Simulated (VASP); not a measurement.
# Ti3Al (Fm-3m) in VASP: a series of runs, part 2 of 2

VASP 6.6.1. The steps go on from the part before.

## (3) Single point, PBE, collinear spin, ferromagnetic start

File INCAR:

```
  ALGO = Normal
  EDIFF = 1E-7
  ENCUT = 520
  GGA = PE
  ISIF = 2
  ISMEAR = 0
  ISPIN = 2
  LASPH = True
  LCHARG = False
  LMAXMIX = 4
  LORBIT = 11
  LREAL = False
  LWAVE = False
  MAGMOM = 1 1 1 0
  NBANDS = 32
  NELM = 150
  PREC = Accurate
  SIGMA = 0.1
```

File KPOINTS:

```
k-points
0
Gamma
  6 6 6
```

File POSCAR:

```
Ti3Al
1.0
    0.0000000000      3.2317810100      3.2317810100
    3.2317810100      0.0000000000      3.2317810100
    3.2317810100      3.2317810100      0.0000000000
Ti Al
3 1
Direct
    0.7500000000      0.7500000000      0.7500000000
    0.2500000000      0.2500000000      0.2500000000
    0.0000000000      0.0000000000      0.0000000000
    0.5000000000      0.5000000000      0.5000000000
```

Potentials or basis: VASP PAW PBE potentials, release 64 (Ti_sv, Al).

The run is started by

```
cat potpaw_PBE.64/Ti_sv/POTCAR potpaw_PBE.64/Al/POTCAR > POTCAR
mpirun -np 1 vasp_std > vasp.out
```

OUTCAR:

```text
EDIFF = 1E-7
   ENCUT = 520
   GGA = PE
   ISIF = 2
   ISMEAR = 0
   ISPIN = 2
   LASPH = True
   LORBIT = 11
   LREAL = False
   NELM = 150
   PREC = Accurate

 ion  position               nearest neighbor table
   1  0.750  0.750  0.750-   4 2.80   4 2.80   3 2.80   3 2.80   4 2.80   3 2.80   4 2.80   3 2.80

   2  0.250  0.250  0.250-   3 2.80   3 2.80   4 2.80   4 2.80   4 2.80   4 2.80   3 2.80   3 2.80

[... 1310 lines left out ...]
  energy-cutoff  :      520.00
  volume of cell :       67.51
      direct lattice vectors                 reciprocal lattice vectors
     0.000000000  3.231781010  3.231781010    -0.154713453  0.154713453  0.154713453
     3.231781010  0.000000000  3.231781010     0.154713453 -0.154713453  0.154713453
     3.231781010  3.231781010  0.000000000     0.154713453  0.154713453 -0.154713453

 POSITION                                       TOTAL-FORCE (eV/Angst)
 -----------------------------------------------------------------------------------
      4.84767      4.84767      4.84767         0.000000     -0.000000     -0.000000
      1.61589      1.61589      1.61589        -0.000000      0.000000      0.000000
      0.00000      0.00000      0.00000         0.000000     -0.000000      0.000000
      3.23178      3.23178      3.23178         0.000000     -0.000000      0.000000
 -----------------------------------------------------------------------------------
    total drift:                                0.000000      0.000000      0.000000

  FREE ENERGIE OF THE ION-ELECTRON SYSTEM (eV)
  ---------------------------------------------------
  free  energy   TOTEN  =       -27.8994317390 eV

  energy  without entropy=      -27.8724476976  energy(sigma->0) =      -27.88593972

 total charge

# of ion       s       p       d       tot
------------------------------------------
    1        2.211   6.127   1.900  10.237
    2        2.211   6.127   1.900  10.237
    3        2.248   6.098   1.969  10.315
    4        0.406   0.416   0.000   0.822
--------------------------------------------------
tot          7.075  18.767   5.770  31.612

 magnetization (x)

# of ion       s       p       d       tot
------------------------------------------
    1        0.003   0.032   0.237   0.272
    2        0.003   0.032   0.237   0.272
    3        0.014   0.035   0.990   1.039
    4       -0.007  -0.015   0.000  -0.023
--------------------------------------------------
tot          0.013   0.083   1.464   1.561
```

OSZICAR:

```text
N       E                     dE             d eps       ncg     rms          rms(c)
DAV:   1     0.470067618446E+03    0.47007E+03   -0.18705E+04  2048   0.142E+03
DAV:   2     0.185309401450E+02   -0.45154E+03   -0.43920E+03  2080   0.447E+02
DAV:   3    -0.270994647003E+02   -0.45630E+02   -0.44455E+02  3528   0.126E+02
DAV:   4    -0.312156794228E+02   -0.41162E+01   -0.40784E+01  2904   0.322E+01
DAV:   5    -0.314028369285E+02   -0.18716E+00   -0.18712E+00  2904   0.594E+00    0.165E+01
DAV:   6    -0.277511503689E+02    0.36517E+01   -0.17976E+01  2864   0.303E+01    0.481E+00
DAV:   7    -0.279030494276E+02   -0.15190E+00   -0.11779E+00  2776   0.891E+00    0.325E+00
DAV:   8    -0.279012109550E+02    0.18385E-02   -0.31838E-01  2712   0.630E+00    0.258E+00
DAV:   9    -0.278887431537E+02    0.12468E-01   -0.19329E-01  2608   0.448E+00    0.121E+00
DAV:  10    -0.278988159433E+02   -0.10073E-01   -0.44941E-02  2272   0.175E+00    0.330E-01
DAV:  11    -0.278990602446E+02   -0.24430E-03   -0.60142E-03  2936   0.439E-01    0.191E-01
DAV:  12    -0.278993929134E+02   -0.33267E-03   -0.10356E-03  2440   0.195E-01    0.694E-02
DAV:  13    -0.278994350146E+02   -0.42101E-04   -0.17514E-04  2904   0.811E-02    0.285E-02
DAV:  14    -0.278994353587E+02   -0.34409E-06   -0.16758E-05  2568   0.250E-02    0.999E-03
DAV:  15    -0.278994317047E+02    0.36540E-05   -0.35709E-06  2648   0.121E-02    0.385E-03
DAV:  16    -0.278994315005E+02    0.20422E-06   -0.32695E-07  2464   0.411E-03    0.102E-03
DAV:  17    -0.278994316600E+02   -0.15945E-06   -0.68078E-08  1304   0.127E-03    0.799E-04
DAV:  18    -0.278994317390E+02   -0.79092E-07   -0.16670E-08  1056   0.901E-04
   1 F= -.27899432E+02 E0= -.27885940E+02  d E =-.269840E-01  mag=     2.0846
```

stdout:

```text
POSCAR found type information on POSCAR TiAl
 POSCAR found :  2 types and       4 ions
 scaLAPACK will be used
 LDA part: xc-table for (Slater+PW92), standard interpolation
 POSCAR, INCAR and KPOINTS ok, starting setup
 FFT: planning ... GRIDC
 FFT: planning ... GRID_SOFT
 FFT: planning ... GRID
 WAVECAR not read
 entering main loop
```

Wall time 93 s (1 thread of Intel Xeon 6975P-C, shared host); peak memory 0.26 GiB.

Results:

| Property | Result |
| --- | --- |
| Free energy | -27.8994 eV |
| Pressure | -0.1 GPa |
| Net moment | 2.08 μB per cell |
| Site moments | Ti +0.27, +1.04; Al -0.02 μB |
| Valence electrons inside the program's atomic spheres | Ti 10.24, 10.31; Al 0.82 |

Levels at points of the mesh, in eV from the Fermi level:
Spin up:
| k point | band 17 | band 18 | band 19 | band 20 | band 21 | band 22 | band 23 | band 24 | band 25 | band 26 |
| --- | --- | --- | --- | --- | --- | --- | --- | --- | --- | --- |
| (0.00, 0.00, 0.00) | -1.74 | -1.74 | -0.41 | -0.41 | -0.41 | 2.08 | 2.08 | 2.08 | 2.77 | 2.77 |
| (0.50, 0.00, 0.00) | -0.73 | -0.65 | -0.65 | -0.23 | -0.23 | 0.59 | 0.86 | 0.86 | 2.49 | 2.49 |
| (0.50, 0.50, 0.00) | -0.69 | -0.69 | -0.46 | -0.46 | -0.19 | 0.94 | 0.94 | 0.97 | 2.06 | 2.33 |
Spin down:
| k point | band 16 | band 17 | band 18 | band 19 | band 20 | band 21 | band 22 | band 23 |
| --- | --- | --- | --- | --- | --- | --- | --- | --- |
| (0.00, 0.00, 0.00) | -1.56 | -1.50 | -1.50 | 0.57 | 0.57 | 0.57 | 2.37 | 2.37 |
| (0.50, 0.00, 0.00) | -1.75 | 0.06 | 0.09 | 0.09 | 0.10 | 0.10 | 0.96 | 1.13 |
| (0.50, 0.50, 0.00) | -1.65 | -0.57 | -0.57 | -0.06 | 0.34 | 0.34 | 1.44 | 1.44 |

## (4) Single point, PBE, collinear spin, ferromagnetic start

File INCAR:

```
SYSTEM = Ti3Al
PREC = Accurate
ENCUT = 520
EDIFF = 1E-7
ISMEAR = 0
SIGMA = 0.1
LREAL = .False.
LASPH = .True.
NELM = 150
ALGO = Fast
ISIF = 2
LWAVE = .False.
LCHARG = .False.
ISPIN = 2
MAGMOM = 0.31 0.31 1.16 0
LORBIT = 11
LMAXMIX = 4
GGA = PE
NBANDS = 32
```

File KPOINTS:

```
Automatic mesh
0
Gamma
  12 12 12
  0 0 0
```

File POSCAR:

```
Ti3Al
1.0
    0.0000000000      3.2306092824      3.2306092824
    3.2306092824      0.0000000000      3.2306092824
    3.2306092824      3.2306092824      0.0000000000
Ti Al
3 1
Direct
    0.7500000000      0.7500000000      0.7500000000
    0.2500000000      0.2500000000      0.2500000000
    0.0000000000      0.0000000000      0.0000000000
    0.5000000000      0.5000000000      0.5000000000
```

The run is started by

```
cat potpaw_PBE.64/Ti_sv/POTCAR potpaw_PBE.64/Al/POTCAR > POTCAR
mpirun -np 1 vasp_std > vasp.out
```

Run time: 20 min. Hardware: 1 thread of Intel Xeon 6975P-C, shared host; peak memory 0.4 GiB.

Results (log left out):

```
Free energy                                           : -27.9041 eV
Pressure                                              : -0.1 GPa
Net moment                                            : 1.96 μB per cell
Site moments                                          : Ti +0.24, +1.02; Al -0.02 μB
Valence electrons inside the program's atomic spheres : Ti 10.24, 10.32; Al 0.82
```

Levels at points of the mesh, in eV from the Fermi level:
Spin up:
```tsv
k point	band 19	band 20	band 21	band 22	band 23	band 24
(0.00, 0.00, 0.00)	-0.38	-0.38	-0.38	2.11	2.11	2.11
(0.50, 0.00, 0.00)	-0.62	-0.20	-0.20	0.62	0.89	0.89
(0.50, 0.50, 0.00)	-0.43	-0.43	-0.16	0.97	0.97	0.99
```
Spin down:
| k point | band 16 | band 17 | band 18 | band 19 | band 20 | band 21 | band 22 | band 23 |
| --- | --- | --- | --- | --- | --- | --- | --- | --- |
| (0.00, 0.00, 0.00) | -1.56 | -1.50 | -1.50 | 0.56 | 0.56 | 0.56 | 2.37 | 2.37 |
| (0.50, 0.00, 0.00) | -1.75 | 0.05 | 0.09 | 0.09 | 0.10 | 0.10 | 0.96 | 1.13 |
| (0.50, 0.50, 0.00) | -1.66 | -0.57 | -0.57 | -0.06 | 0.34 | 0.34 | 1.44 | 1.44 |

## (5) Overview

| spin | cell | k mesh | gap on the mesh (eV) | pressure (GPa) | moment (μB) |
| --- | --- | --- | --- | --- | --- |
| off | a = 4.570 Å, angles 60.0°, 4 atoms | 6 × 6 × 6 | none | -1.3 | - |
| collinear, ferromagnetic start | a = 4.570 Å, angles 60.0°, 4 atoms | 6 × 6 × 6 | none | -0.1 | 2.08 |
| collinear, ferromagnetic start | a = 4.569 Å, angles 60.0°, 4 atoms | 12 × 12 × 12 | none | -0.1 | 1.96 |

Alike in all rows: task single point; level PBE; potentials or basis VASP PAW PBE potentials, release 64 (Ti_sv, Al); cutoff (eV) 520; smearing gaussian 0.1 eV.

Every run on the cell as given and a fine mesh finds a metal.

Total energies depend on the potentials used, so only differences within one code and one set of settings carry meaning.
